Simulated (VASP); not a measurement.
# CO2 (I-42d) in VASP: single point with HSE06

Aim: the single point of CO2 with HSE06.

All numbers are computed with VASP 6.6.1; they aren't measurements. Logs are shortened: lines on timing, memory, paths and dates and some standing lists are left out, and cuts for length are marked.

## 1. The cell of the first run

It takes space group I-42d (No. 122, tetragonal). The conventional cell has a = 4.059 Å, b = 4.059 Å, c = 5.935 Å, α = 90.00°, β = 90.00°, γ = 90.00°. C (site symmetry -4) has 4 O at 1.40 Å within 1.9 Å. Within 1.9 Å of O (site symmetry 2) lie 2 C at 1.40 Å.

## 2. Single point, HSE06 (biaxial xy strain +3.8%)

Input file POSCAR:

```
CO2
1.0
   -2.0296820423      2.0296820423      2.9673315043
    2.0296820423     -2.0296820423      2.9673315043
    2.0296820423      2.0296820423     -2.9673315043
C O
2 4
Direct
    0.0000000000      0.0000000000      0.0000000000
    0.7500000000      0.2500000000      0.5000000000
    0.3750000000      0.2787971452      0.4037971452
    0.7212028548      0.1250000000      0.0962028548
    0.8750000000      0.9712028548      0.5962028548
    0.0287971452      0.6250000000      0.9037971452
```

Input file INCAR.step1:

```
PREC = Accurate
ENCUT = 520
EDIFF = 1E-5
ISMEAR = 0
SIGMA = 0.01
LREAL = False
LASPH = True
NELM = 60
ALGO = Normal
ISIF = 2
LWAVE = True
LCHARG = False
GGA = PE
NBANDS = 25
KPAR = 4
```

Input file INCAR.step2:

```
PREC = Accurate
ENCUT = 520
EDIFF = 1E-7
ISMEAR = 0
SIGMA = 0.01
LREAL = False
LASPH = True
NELM = 60
ALGO = Normal
ISIF = 2
LWAVE = False
LCHARG = False
GGA = PE
LHFCALC = True
HFSCREEN = 0.2079
PRECFOCK = Fast
ISTART = 1
NBANDS = 25
KPAR = 4
```

Input file KPOINTS:

```
regular mesh
0
Gamma
  6 6 6
```

Potentials or basis: VASP PAW PBE potentials, release 64 (C, O).

The run is started by

```
cat potpaw_PBE.64/C/POTCAR potpaw_PBE.64/O/POTCAR > POTCAR
cp INCAR.step1 INCAR
mpirun -np 4 vasp_std > vasp.out
cp INCAR.step2 INCAR
mpirun -np 4 vasp_std > vasp.out
```

OUTCAR:

```text
PREC = Accurate
   ENCUT = 520
   EDIFF = 1E-7
   ISMEAR = 0
   LREAL = False
   LASPH = True
   NELM = 60
   ISIF = 2
   GGA = PE
   LHFCALC = True
   HFSCREEN = 0.2079
   PRECFOCK = Fast
   ISTART = 1

 ion  position               nearest neighbor table
   1  0.000  0.000  0.000-   3 1.40   6 1.40   5 1.40   4 1.40
   2  0.750  0.250  0.500-   3 1.40   6 1.40   5 1.40   4 1.40
   3  0.375  0.279  0.404-   1 1.40   2 1.40
   4  0.721  0.125  0.096-   1 1.40   2 1.40
   5  0.875  0.971  0.596-   1 1.40   2 1.40
   6  0.029  0.625  0.904-   1 1.40   2 1.40

  LATTYP: Found a body centered tetragonal cell.
 ALAT       =     4.0593640846
 C/A-ratio  =     1.4619686446

  Lattice vectors:

 A1 = (  -2.0296820423,   2.0296820423,   2.9673315043)
 A2 = (   2.0296820423,  -2.0296820423,   2.9673315043)
 A3 = (   2.0296820423,   2.0296820423,  -2.9673315043)

Analysis of symmetry for initial positions (statically):
=====================================================================
 Subroutine PRICEL returns:
 Original cell was already a primitive cell.

 Routine SETGRP: Setting up the symmetry group for a
 body centered tetragonal supercell.

 Subroutine GETGRP returns: Found  8 space group operations
 (whereof  4 operations were pure point group operations)
 out of a pool of 16 trial point group operations.

The static configuration has the point symmetry S_4 .
 The point group associated with its full space group is D_2d.

Analysis of symmetry for dynamics (positions and initial velocities):
=====================================================================
 Subroutine PRICEL returns:
 Original cell was already a primitive cell.

 Routine SETGRP: Setting up the symmetry group for a
 body centered tetragonal supercell.

 Subroutine GETGRP returns: Found  8 space group operations
 (whereof  4 operations were pure point group operations)
 out of a pool of 16 trial point group operations.

The dynamic configuration has the point symmetry S_4 .
 The point group associated with its full space group is D_2d.

 Subroutine INISYM returns: Found  8 space group operations
 (whereof  4 operations are pure point group operations),
 and found     1 'primitive' translations

----------------------------------------------------------------------------------------

                                     Primitive cell

  volume of cell :      48.8970

  direct lattice vectors                    reciprocal lattice vectors
    -2.029682042  2.029682042  2.967331504     0.000000000  0.246344003  0.168501564
     2.029682042 -2.029682042  2.967331504     0.246344003  0.000000000  0.168501564
     2.029682042  2.029682042 -2.967331504     0.246344003  0.246344003  0.000000000

  length of vectors
     4.128471223  4.128471223  4.128471223     0.298459621  0.298459621  0.348383031

  position of ions in fractional coordinates (direct lattice)
     0.000000000  0.000000000  0.000000000
     0.750000000  0.250000000  0.500000000
     0.375000000  0.278797145  0.403797145
     0.721202855  0.125000000  0.096202855
     0.875000000  0.971202855  0.596202855
     0.028797145  0.625000000  0.903797145

  ion indices of the primitive-cell ions
   primitive index   ion index
                 1           1
                 2           2
                 3           3
                 4           4
                 5           5
                 6           6

----------------------------------------------------------------------------------------

 KPOINTS: regular mesh

Automatic generation of k-mesh.
 Grid dimensions read from file:
 generate k-points for:    6    6    6

 Generating k-lattice:

  Cartesian coordinates                     Fractional coordinates (reciprocal lattice)
     0.000000000  0.041057334  0.028083594     0.166666667 -0.000000000  0.000000000
     0.041057334  0.000000000  0.028083594    -0.000000000  0.166666667  0.000000000
     0.041057334  0.041057334  0.000000000     0.000000000  0.000000000  0.166666667

  Length of vectors
     0.049743270  0.049743270  0.058063838

  Shift w.r.t. Gamma in fractional coordinates (k-lattice)
     0.000000000  0.000000000  0.000000000

 Subroutine IBZKPT returns following result:
 ===========================================

 Found     30 irreducible k-points:

 Following reciprocal coordinates:
            Coordinates               Weight
  0.000000  0.000000  0.000000      1.000000
  0.166667 -0.000000  0.000000      8.000000
  0.333333 -0.000000  0.000000      8.000000
  0.500000 -0.000000  0.000000      4.000000
  0.166667  0.166667  0.000000      8.000000
  0.333333  0.166667  0.000000     16.000000
[... 16 lines left out ...]
 -0.333333 -0.333333  0.166667      8.000000
 -0.166667 -0.333333  0.166667      8.000000
 [... further k-points ...]
   k-points           NKPTS =     30   k-points in BZ     NKDIM =    216   number of bands    NBANDS=     25
   number of dos      NEDOS =    301   number of ions     NIONS =      6
   total plane-waves  NPLWV =  32768
   dimension x,y,z NGX =    32 NGY =   32 NGZ =   32
   dimension x,y,z NGXF=    64 NGYF=   64 NGZF=   64
   ions per type =               2   4
   NGX,Y,Z   is equivalent  to a cutoff of  12.89, 12.89, 12.89 a.u.
   NGXF,Y,Z  is equivalent  to a cutoff of  25.77, 25.77, 25.77 a.u.
 SYSTEM =  unknown system
   PREC   = accura    normal or accurate (medium, high low for compatibility)
   ISTART =      1    job   : 0-new  1-cont  2-samecut
   ICHARG =      0    charge: 1-file 2-atom 10-const
   ISPIN  =      1    spin polarized calculation?
   LNONCOLLINEAR =      F non collinear calculations
   LSORBIT =      F    spin-orbit coupling
   LASPH  =      T    aspherical Exc in radial PAW
   ENCUT  =  520.0 eV  38.22 Ry    6.18 a.u.   7.68  7.68  7.68*2*pi/ulx,y,z
   NELM   =     60;   NELMIN=  2; NELMDL=  0     # of ELM steps
   EDIFF  = 0.1E-06   stopping-criterion for ELM
   LREAL  =      F    real-space projection
   EDIFFG = 0.1E-05   stopping-criterion for IOM
   NSW    =      0    number of steps for IOM
   IBRION =     -1    ionic relax: 0-MD 1-quasi-New 2-CG
   NFREE  =      0    steps in history (QN), initial steepest desc. (CG)
   ISIF   =      2    stress and relaxation
   ISYM   =      3    0-nonsym 1-usesym 2-fastsym
   POTIM  = 0.5000    time-step for ionic-motion
   TEBEG  =    0.0;   TEEND  =   0.0 temperature during run
   PSTRESS=    0.0 pullay stress
   NELECT =      32.0000    total number of electrons
   NUPDOWN=      -1.0000    fix difference up-down
   EMIN   =  10.00;   EMAX   =-10.00  energy-range for DOS
   EFERMI =   0.00;   METHOD = LEGACY
   ISMEAR =     0;   SIGMA  =   0.01  broadening in eV -4-tet -1-fermi 0-gaus
   EFERMI_NEDOS =   21; number of points for ismear=-14 and -15
   IALGO  =     38    algorithm
   IMIX   =      1    mixing-type and parameters
     AMIX     =   0.40;   BMIX     =  1.00
     AMIX_MAG =   1.60;   BMIX_MAG =  1.00
  volume/ion in A,a.u.               =       8.15        55.00
  Fermi-wavevector in a.u.,A,eV,Ry     =   1.421338  2.685940 27.486525  2.020203
  Thomas-Fermi vector in A             =   2.542159
   LORBIT       =      0    0 simple, 1 ext, 2 COOP (PROOUT), +10 PAW based schemes
   GGA     = PE    functional components
   LHFCALC =     T    Hartree Fock is set to
   PRECFOCK=fast      Normal, Fast or Accurate (Low or Medium for compatibility)
   ENCUT4O =  -1.0   cutoff for four orbital integrals eV
   NKREDX  =     1    reduce k-point grid by
   NKREDY  =     1    reduce k-point grid by
   NKREDZ  =     1    reduce k-point grid by
   AEXX    =    0.2500 exact exchange contribution
   HFSCREEN=    0.2079 screening length (either q_TF or 0.3 A-1)
   HFSCREENC=   0.2079 screening length for correlation (either q_TF or 0.3 A-1)
   ENCUTFOCK=  -1.0 apply spherical cutoff to Coloumb kernel
   IVDW    =     0    specifies the selected vdW correction
   LEPSILON=     F    determine dielectric tensor
   LRPA    =     F    only Hartree local field effects (RPA)
 non-spin polarized calculation
 Gauss-broadening in eV      SIGMA  =   0.01
  energy-cutoff  :      520.00
  volume of cell :       48.90
 maximum number of plane-waves:      1332
  NGX = 18; NGY = 18; NGZ = 18

 number of electron      31.9999989 magnetization

 Free energy of the ion-electron system (eV)
  ---------------------------------------------------
  ext. energy  EPLUGINS =         0.00000000
  ---------------------------------------------------
  free energy    TOTEN  =       -54.72138273 eV

  energy without entropy =      -54.72138273  energy(sigma->0) =      -54.72138273

 E-fermi :   0.4564     XC(G=0):  -8.8505

 val. band max:        0.3111262339   @ k =   0.5000  -0.0000   0.0000
 cond. band min:      10.0527168865   @ k =   0.0000   0.0000   0.0000
 fundamental gap:      9.7415906526
 Fermi energy:         0.4563832362

 k-point     1 :       0.0000    0.0000    0.0000
  band No.  band energies     occupation
      1     -25.2522      2.00000
      2     -20.0327      2.00000
      3     -20.0327      2.00000
      4     -19.2281      2.00000
      5     -15.1850      2.00000
      6      -9.6374      2.00000
[... 17 lines left out ...]
     24      18.2827      0.00000
     25      18.2827      0.00000

 k-point     2 :       0.1667   -0.0000    0.0000
  band No.  band energies     occupation
      1     -25.0719      2.00000
      2     -20.4516      2.00000
      3     -20.0722      2.00000
      4     -19.4401      2.00000
      5     -14.6071      2.00000
      6      -9.6141      2.00000
[... 17 lines left out ...]
     24      18.0635      0.00000
     25      18.4480      0.00000

 k-point     3 :       0.3333   -0.0000    0.0000
  band No.  band energies     occupation
      1     -24.6035      2.00000
      2     -21.4490      2.00000
      3     -20.1386      2.00000
      4     -19.6119      2.00000
      5     -13.6472      2.00000
      6      -9.6005      2.00000
[... 552 lines left out ...]
 k-point    23 :      -0.3333   -0.3333    0.1667
  band No.  band energies     occupation
      1     -24.1376      2.00000
      2     -22.0065      2.00000
      3     -20.2417      2.00000
      4     -20.0478      2.00000
      5     -12.4509      2.00000
      6      -9.8097      2.00000
[... 17 lines left out ...]
     24      17.1887      0.00000
     25      17.3559      0.00000

 k-point    24 :      -0.1667   -0.3333    0.1667
  band No.  band energies     occupation
      1     -24.6067      2.00000
      2     -21.2267      2.00000
      3     -20.1708      2.00000
      4     -19.9729      2.00000
      5     -13.2928      2.00000
      6      -9.3727      2.00000
[... 17 lines left out ...]
     24      17.3025      0.00000
     25      17.8599      0.00000

 [... further k-points ...]

------------------------ aborting loop because EDIFF is reached ----------------------------------------

  FORCE on cell =-STRESS in cart. coord.  units (eV):
  Direction    XX          YY          ZZ          XY          YZ          ZX
  --------------------------------------------------------------------------------------
  -------------------------------------------------------------------------------------
  Total       -3.9686248     -3.9686248     -2.8237136      0.0000000      0.0000000      0.0000000
  in kB     -130.0374813   -130.0374813    -92.5228807      0.0000000      0.0000000      0.0000000
  external PRESSURE =    -117.5326145 kB  Pullay stress =       0.0000000 kB

 VOLUME and BASIS-vectors are now :
 -----------------------------------------------------------------------------
  energy-cutoff  :      520.00
  volume of cell :       48.90
      direct lattice vectors                 reciprocal lattice vectors
    -2.029682042  2.029682042  2.967331504     0.000000000  0.246344003  0.168501564
     2.029682042 -2.029682042  2.967331504     0.246344003  0.000000000  0.168501564
     2.029682042  2.029682042 -2.967331504     0.246344003  0.246344003  0.000000000

 POSITION                                       TOTAL-FORCE (eV/Angst)
 -----------------------------------------------------------------------------------
      0.00000      0.00000      0.00000         0.000000      0.000000      0.000000
      0.00000      2.02968      1.48367         0.000000      0.000000      0.000000
      0.62432      1.01484      0.74183        -0.308426      0.000000     -0.000000
     -1.01484      1.40536      2.22550         0.000000      0.308426      0.000000
      1.40536      1.01484      3.70916         0.308426      0.000000      0.000000
      3.04452      0.62432     -0.74183        -0.000000     -0.308426     -0.000000
 -----------------------------------------------------------------------------------
    total drift:                                0.000001      0.000001      0.000002

  FREE ENERGIE OF THE ION-ELECTRON SYSTEM (eV)
  ---------------------------------------------------
  free  energy   TOTEN  =       -54.7213827328 eV

  energy  without entropy=      -54.7213827328  energy(sigma->0) =      -54.72138273
```

Wall time 16 min (4 MPI ranks of AMD EPYC 9R45 (Zen 5), shared host); peak memory 0.28 GiB.

What came out:

| Quantity | Value |
| --- | --- |
| Free energy | -54.7214 eV |
| Pressure | -11.8 GPa |
| Largest force | 0.308 eV/Å |
| Band gap on the k mesh | 9.74 eV (least direct gap 10.14 eV) |

Forces in eV/Å, atoms in the order of the input:
```
C    0.000  0.000  0.000
C    0.000  0.000  0.000
O   -0.308  0.000  0.000
O    0.000  0.308  0.000
O    0.308  0.000  0.000
O    0.000 -0.308  0.000
```

Levels at points of the mesh, in eV from the valence-band top:
```csv
k point,band 14,band 15,band 16,band 17,band 18,band 19
"(0.00, 0.00, 0.00)",-0.90,-0.90,-0.40,9.74,11.14,11.43
"(0.50, 0.00, 0.00)",-1.42,-0.47,0.00,10.39,11.62,11.65
"(0.50, 0.50, 0.00)",-0.83,-0.48,-0.48,11.04,11.04,12.10
"(0.50, 0.50, 0.50)",-2.93,-0.06,-0.06,11.28,11.28,12.73
```

Caveat: the cell differs from its parent crystal (biaxial xy strain +3.8%); the cell stands under tension; the PAW data sets were made with another functional, which shifts forces and pressure a little. A k mesh can miss the band edges.
